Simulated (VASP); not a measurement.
The system is MgCd2SO2.

```
CELL_PARAMETERS angstrom
-2.83388 2.83388 3.68772
2.83388 -2.83388 3.68772
2.83388 2.83388 -3.68772
ATOMIC_POSITIONS crystal
Mg 0.50000 0.50000 0.00000
Cd 0.75000 0.25000 0.50000
Cd 0.25000 0.75000 0.50000
S 0.00000 0.00000 0.00000
O 0.19610 0.19610 0.00000
O 0.80390 0.80390 0.00000
```

The cell was built from a structure type or drawn by symmetry, and may not be a known phase.

| Quantity | Value |
| --- | --- |
| Program | VASP 6.6.1 |
| Task | relaxation of cell and atoms |
| Functional | PBE |
| Potentials or basis | VASP PAW PBE potentials, release 64 (Mg, Cd, S, O) |
| Cutoff | 600 eV |
| k mesh | 4 × 4 × 4 |
| Occupations | gaussian, width 0.1 eV |
| Spin | no spin polarisation |

At the start: pressure 10.7 GPa; volume 19.74 Å³/atom.

Question: How do energy, volume and symmetry change on relaxing?

Answer: Over 35 steps the energy falls by 1273.2 meV/atom and the volume is 16.28 Å³/atom (-17.5 %); space group I4/mmm (No. 139, to 0.1 Å) before and after.

The path:
```csv
step,energy change (eV),largest force (eV/Å),pressure (GPa),volume (Å³)
1,0.0000,8.2062,10.73,118.46
2,-2.4282,1.6702,-10.72,142.04
3,-2.4121,2.4466,-8.40,134.67
4,-2.4599,2.3014,-9.63,137.35
5,-3.9857,0.2456,-5.43,117.68
6,-4.0432,1.1746,-3.57,114.29
7,-4.4236,0.4641,-0.94,104.95
8,-4.5012,0.1033,1.65,100.08
9,-4.5041,0.0074,2.48,98.84
10,-4.5937,0.7475,-0.03,101.11
11,-4.6378,1.3259,-1.76,103.01
12,-4.6894,2.0844,-4.27,106.63
13,-4.7210,2.1429,-4.46,106.87
14,-4.8164,2.3632,-5.03,107.54
15,-5.0346,2.6719,-6.10,108.67
16,-5.2922,2.5677,-6.73,110.13
17,-5.5054,2.5850,-5.36,108.10
18,-5.7237,2.6143,-2.14,104.60
19,-5.4374,2.9803,7.83,97.41
20,-5.7671,2.6433,-0.42,103.06
21,-6.1696,2.6303,-0.23,101.68
22,-7.2201,2.0038,0.92,97.57
23,-5.3396,9.2609,20.33,89.49
24,-7.3670,1.7212,1.91,96.30
25,-7.4583,1.0275,6.60,92.88
26,-7.5517,0.7234,3.65,94.57
27,-7.5608,0.4239,4.15,94.21
28,-7.5602,0.2661,4.42,94.04
29,-7.6240,0.1729,0.42,97.64
30,-7.6242,0.1986,0.20,97.86
31,-7.6363,0.0727,-0.35,98.19
32,-7.6365,0.1137,-0.43,98.25
33,-7.6381,0.0927,-0.03,97.83
34,-7.6384,0.0795,0.23,97.57
35,-7.6390,0.0272,0.11,97.69
```

Final structure:
```xyz
6
Lattice="-2.1602 2.1602 5.2332 2.1602 -2.1602 5.2332 2.1602 2.1602 -5.2332" Properties=species:S:1:pos:R:3 pbc="T T T"
Mg    0.0000    0.0000    5.2332
Cd    0.0000    2.1602    2.6166
Cd    2.1602    0.0000    2.6166
S     0.0000    0.0000    0.0000
O     0.0000    0.0000    3.3244
O     0.0000    0.0000    7.1419
```

Caveat: the volume moved by over 15 % at a fixed basis, so the end points are rough.
